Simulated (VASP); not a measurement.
WC: single point with PBE

Crystal: WC.

```
CELL_PARAMETERS angstrom
0.00000 2.19268 2.19268
2.19268 0.00000 2.19268
2.19268 2.19268 0.00000
ATOMIC_POSITIONS crystal
W 0.00000 0.00000 0.00000
C 0.50000 0.50000 0.50000
```

| Item | Value |
| --- | --- |
| Program | VASP 6.6.1 |
| Task | single point |
| Functional | PBE |
| Potentials or basis | VASP PAW PBE potentials, release 64 (W_sv, C) |
| Cutoff | 520 eV |
| k mesh | 10 × 10 × 10 |
| Occupations | gaussian, width 0.026 eV |
| Spin | no spin polarisation |
| Dipole correction | no |
| Further INCAR settings | ALGO = Normal; EDIFF = 1e-06; NBANDS = 16 |

```json
{
 "Pressure": "-0.6 GPa",
 "Band gap on the k mesh": "zero (band 9 reaches 13.45 eV, above the bottom of band 10 at 10.27 eV)"
}
```

Levels at points of the mesh, in eV from the Fermi level:
```
           k point  band 7  band 8  band 9  band 10  band 11  band 12
(0.00, 0.00, 0.00)   -2.83   -2.83   -1.15    -1.15    -1.15    -1.04
(0.50, 0.00, 0.00)   -6.66   -6.66    0.96     0.96     2.24     4.83
(0.50, 0.50, 0.00)   -5.68   -2.59   -2.59     0.77     2.18     2.18
```

It took 7.1 s on 1 thread of Intel(R) Xeon(R) Platinum 8559C (Emerald Rapids), with other jobs on the host, peak memory 0.14 GiB.

Caveat: spin-orbit coupling is left out, which moves the levels of the heavy elements.
